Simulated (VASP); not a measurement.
# BAs (F-43m) in VASP: settings compared, part 2 of 2

VASP 6.6.1. The steps go on from the part before.

## 3. Single point, rpbe exchange, lyp correlation, collinear spin, zero start

INCAR reads:

```
  ALGO = Normal
  EDIFF = 1E-6
  ENCUT = 500
  GGA = LIBXC
  GGA_COMPAT = False
  ISIF = 2
  ISMEAR = -1
  ISPIN = 2
  LASPH = True
  LCHARG = True
  LELF = True
  LIBXC1 = GGA_X_RPBE
  LIBXC2 = GGA_C_LYP
  LORBIT = 11
  LREAL = False
  LVHAR = True
  LWAVE = False
  MAGMOM = 0 0
  NBANDS = 15
  NELM = 200
  PREC = Accurate
  SIGMA = 0.1
```

KPOINTS reads:

```
k-points
0
Gamma
  10 10 10
```

POSCAR reads:

```
BAs
1.0
    0.0000000000      2.3885000000      2.3885000000
    2.3885000000      0.0000000000      2.3885000000
    2.3885000000      2.3885000000      0.0000000000
As B
1 1
Direct
    0.2500000000      0.2500000000      0.2500000000
    0.0000000000      0.0000000000      0.0000000000
```

Potentials or basis: VASP PAW PBE potentials, release 64 (As, B).

Run with:

```bash
cat potpaw_PBE.64/As/POTCAR potpaw_PBE.64/B/POTCAR > POTCAR
mpirun -np 1 vasp_std > vasp.out
```

Wall time 33 s (1 thread of AMD EPYC 7R13 (Zen 3), shared host); peak memory 0.16 GiB.

It converged, with:

```yaml
Free_energy: -9.5008 eV
Pressure: 11.0 GPa
Band_gap_on_the_k_mesh: 1.44 eV (least direct gap 3.37 eV)
Net_moment: 0.00 μB per cell
Valence_electrons_inside_the_program's_atomic_spheres: As 2.95; B 1.86
```

Levels at points of the mesh, in eV from the valence-band top:
Spin up:
```csv
k point,band 2,band 3,band 4,band 5,band 6,band 7
"(0.00, 0.00, 0.00)",0.00,0.00,0.00,3.37,3.37,3.37
"(0.50, 0.00, 0.00)",-8.64,-1.80,-1.80,2.80,4.93,4.93
"(0.50, 0.50, 0.00)",-8.45,-4.01,-4.01,1.70,1.75,11.36
```
Spin down:
```tsv
k point	band 1	band 2	band 3	band 4	band 5	band 6	band 7	band 8
(0.00, 0.00, 0.00)	-15.31	0.00	0.00	0.00	3.37	3.37	3.37	4.69
(0.50, 0.00, 0.00)	-12.50	-8.64	-1.80	-1.80	2.80	4.93	4.93	9.23
(0.50, 0.50, 0.00)	-11.19	-8.45	-4.01	-4.01	1.70	1.75	11.36	11.36
```

Caveat: the cell stands under pressure; the PAW data sets were made with another functional, which shifts forces and pressure a little. A k mesh can miss the band edges.

## 4. Single point, PBEsol, non-collinear spin, zero start, spin-orbit coupling

INCAR reads:

```
SYSTEM = BAs
  PREC = Accurate
  ENCUT = 520
  EDIFF = 1E-6
  ISMEAR = -1
  SIGMA = 0.05
  LREAL = .False.
  LASPH = .True.
  NELM = 150
  ALGO = Normal
  ISIF = 2
  LWAVE = .False.
  LCHARG = .False.
  MAGMOM = 0 0 0 0 0 0
  LORBIT = 11
  LSORBIT = .True.
  GGA_COMPAT = .False.
  LORBMOM = .True.
  GGA = PS
  NBANDS = 20
```

KPOINTS reads:

```
regular mesh
0
Gamma
  8 8 8
  0 0 0
```

POSCAR, as its differences from that of step 3:

```diff
@@ -8,3 +8,3 @@
 Direct
-    0.2500000000      0.2500000000      0.2500000000
+    0.7500000000      0.7500000000      0.7500000000
     0.0000000000      0.0000000000      0.0000000000
```

Run with:

```bash
cat potpaw_PBE.64/As/POTCAR potpaw_PBE.64/B/POTCAR > POTCAR
mpirun -np 1 vasp_ncl > vasp.out
```

Run time: 89 s. Hardware: 1 thread of Intel Xeon 8259CL, shared host; peak memory 0.26 GiB.

Results (log left out):

```
Free energy                                           : -12.2122 eV
Pressure                                              : 0.1 GPa
Net moment                                            : 0.00 μB per cell
Valence electrons inside the program's atomic spheres : As 2.93; B 1.82
```

Moments on the atoms (μB; x, y, z):
```
As  0.00 0.00 0.00
B   0.00 0.00 0.00
```

Caveat: the PAW data sets were made with another functional, which shifts forces and pressure a little.

## 5. Single point, PBE

INCAR reads:

```
SYSTEM = BAs
PREC = Accurate ; ENCUT = 520
EDIFF = 1E-6 ; ISMEAR = 0
SIGMA = 0.01 ; LREAL = .False.
LASPH = .True. ; NELM = 80
ALGO = Normal ; ISIF = 2
LWAVE = .False. ; LCHARG = .True.
GGA = PE ; LELF = .True.
LVHAR = .True. ; NBANDS = 11
```

KPOINTS reads:

```
Automatic mesh
0
Gamma
  6 6 6
  0 0 0
```

POSCAR is that of step 4.

Run with:

```bash
cat potpaw_PBE.64/As/POTCAR potpaw_PBE.64/B/POTCAR > POTCAR
mpirun -np 1 vasp_std > vasp.out
```

Run time: 9.7 s. Hardware: 1 thread of Intel Xeon 8259CL, shared host; peak memory 0.15 GiB.

The run converged. Its results:

| Property | Result |
| --- | --- |
| Free energy | -11.3877 eV |
| Pressure | 3.5 GPa |
| Band gap on the k mesh | 1.27 eV (least direct gap 3.27 eV) |

Levels at points of the mesh, in eV from the valence-band top:
```
           k point  band 2  band 3  band 4  band 5  band 6  band 7
(0.00, 0.00, 0.00)    0.00    0.00    0.00    3.27    3.27    3.27
(0.50, 0.00, 0.00)   -8.79   -1.82   -1.82    2.69    4.78    4.78
(0.50, 0.50, 0.00)   -8.53   -4.08   -4.08    1.42    1.44   11.37
```

Caveat: the cell stands under pressure.

## 6. Single point, HSE06

POSCAR is that of step 5.

INCAR.step1 reads:

```
PREC = Accurate
ENCUT = 520
EDIFF = 1E-5
ISMEAR = 0
SIGMA = 0.01
LREAL = F
LASPH = T
NELM = 80
ALGO = Normal
ISIF = 2
LWAVE = T
LCHARG = F
GGA = PE
NBANDS = 11
```

INCAR.step2 reads:

```
PREC = Accurate
ENCUT = 520
EDIFF = 1E-6
ISMEAR = 0
SIGMA = 0.01
LREAL = F
LASPH = T
NELM = 80
ALGO = Normal
ISIF = 2
LWAVE = F
LCHARG = F
GGA = PE
LHFCALC = T
HFSCREEN = 0.2079
PRECFOCK = Normal
ISTART = 1
NBANDS = 11
```

KPOINTS reads:

```
Automatic mesh
0
Gamma
  6 6 6
```

Potentials or basis: VASP PAW PBE potentials, release 64 (As, B).

Run with:

```bash
cat potpaw_PBE.64/As/POTCAR potpaw_PBE.64/B/POTCAR > POTCAR
cp INCAR.step1 INCAR
mpirun -np 1 vasp_std > vasp.out
cp INCAR.step2 INCAR
mpirun -np 1 vasp_std > vasp.out
```

OUTCAR:

```text
PREC = Accurate
   ENCUT = 520
   EDIFF = 1E-6
   ISMEAR = 0
   LREAL = F
   LASPH = T
   NELM = 80
   ISIF = 2
   GGA = PE
   LHFCALC = T
   HFSCREEN = 0.2079
   PRECFOCK = Normal
   ISTART = 1

 ion  position               nearest neighbor table
   1  0.750  0.750  0.750-   2 2.07   2 2.07   2 2.07   2 2.07
   2  0.000  0.000  0.000-   1 2.07   1 2.07   1 2.07   1 2.07

[... 411 lines left out ...]
     10      22.8620      0.00000
     11      22.9136      0.00000

------------------------ aborting loop because EDIFF is reached ----------------------------------------

  FORCE on cell =-STRESS in cart. coord.  units (eV):
  Direction    XX          YY          ZZ          XY          YZ          ZX
  --------------------------------------------------------------------------------------
  -------------------------------------------------------------------------------------
  Total       -0.0958970     -0.0958970     -0.0958970     -0.0000000      0.0000000     -0.0000000
  in kB       -5.6378004     -5.6378004     -5.6378004     -0.0000000      0.0000000     -0.0000000
  external PRESSURE =      -5.6378004 kB  Pullay stress =       0.0000000 kB

 VOLUME and BASIS-vectors are now :
 -----------------------------------------------------------------------------
  energy-cutoff  :      520.00
  volume of cell :       27.25
      direct lattice vectors                 reciprocal lattice vectors
     0.000000000  2.388500000  2.388500000    -0.209336404  0.209336404  0.209336404
     2.388500000  0.000000000  2.388500000     0.209336404 -0.209336404  0.209336404
     2.388500000  2.388500000  0.000000000     0.209336404  0.209336404 -0.209336404

 POSITION                                       TOTAL-FORCE (eV/Angst)
 -----------------------------------------------------------------------------------
      3.58275      3.58275      3.58275         0.000000      0.000000      0.000000
      0.00000      0.00000      0.00000        -0.000000     -0.000000     -0.000000
 -----------------------------------------------------------------------------------
    total drift:                                0.000000      0.000000      0.000000

  FREE ENERGIE OF THE ION-ELECTRON SYSTEM (eV)
  ---------------------------------------------------
  free  energy   TOTEN  =       -13.2425854340 eV

  energy  without entropy=      -13.2425854340  energy(sigma->0) =      -13.24258543
```

OSZICAR.step1:

```text
N       E                     dE             d eps       ncg     rms          rms(c)
DAV:   1     0.116045601854E+02    0.11605E+02   -0.35003E+03   352   0.628E+02
DAV:   2    -0.113178204750E+02   -0.22922E+02   -0.21878E+02   450   0.105E+02
DAV:   3    -0.120300724807E+02   -0.71225E+00   -0.71111E+00   445   0.170E+01
DAV:   4    -0.120321770220E+02   -0.21045E-02   -0.21044E-02   381   0.104E+00
DAV:   5    -0.120321804161E+02   -0.33941E-05   -0.33941E-05   414   0.448E-02    0.494E+00
DAV:   6    -0.114542483269E+02    0.57793E+00   -0.15932E+00   376   0.513E+00    0.240E+00
DAV:   7    -0.113940315023E+02    0.60217E-01   -0.19382E-01   412   0.216E+00    0.988E-01
DAV:   8    -0.113871711871E+02    0.68603E-02   -0.20612E-02   391   0.818E-01    0.989E-02
DAV:   9    -0.113874867203E+02   -0.31553E-03   -0.78159E-04   403   0.161E-01    0.590E-02
DAV:  10    -0.113876470846E+02   -0.16036E-03   -0.19663E-04   369   0.858E-02    0.121E-02
DAV:  11    -0.113876528385E+02   -0.57539E-05   -0.52363E-06   394   0.154E-02
   1 F= -.11387653E+02 E0= -.11387653E+02  d E =-.818797E-13
```

Run time: 15 min. Hardware: 1 thread of Intel Xeon 8259CL, shared host; peak memory 0.27 GiB.

Results:

```
Free energy            : -13.2426 eV
Pressure               : -0.6 GPa
Band gap on the k mesh : 1.95 eV (least direct gap 4.11 eV)
```

Caveat: the PAW data sets were made with another functional, which shifts forces and pressure a little. A k mesh can miss the band edges.

## 7. Overview

```tsv
level	spin	k mesh	cutoff (eV)	smearing	grid for exact exchange (PRECFOCK)	share of exact exchange	screening parameter	gap on the mesh (eV)	pressure (GPa)	moment (μB)
r2SCANh	off	6 × 6 × 6	520	fermi-dirac 0.05 eV	Normal	0.1	-	1.96	-0.3	-
rpbe exchange, lyp correlation	collinear, zero start	10 × 10 × 10	500	fermi-dirac 0.1 eV	-	-	-	1.44	11.0	0.00
PBEsol	non-collinear, zero start, SOC	8 × 8 × 8	520	fermi-dirac 0.05 eV	-	-	-	-	0.1	0.00
PBE	off	6 × 6 × 6	520	gaussian 0.01 eV	-	-	-	1.27	3.5	-
HSE06	off	6 × 6 × 6	520	gaussian 0.01 eV	Normal	0.25	0.2079 1/Å	1.95	-0.6	-
```

Alike in all rows: task single point; potentials or basis VASP PAW PBE potentials, release 64 (As, B); cell as given.

On the cell as given the gap runs from 1.27 eV (PBE) to 1.96 eV (r2SCANh); the meshes differ, which moves gaps too. The pressure there spans -0.6 GPa (HSE06) to 11.0 GPa (rpbe exchange, lyp correlation); a positive pressure means that this level wants a larger cell, a negative one a smaller.

Caveats: the PAW data sets were made with another functional, which shifts forces and pressure a little (at least some runs); the cell stands under pressure (at least some runs).

Absolute energies hang on the potentials; compare differences alone.
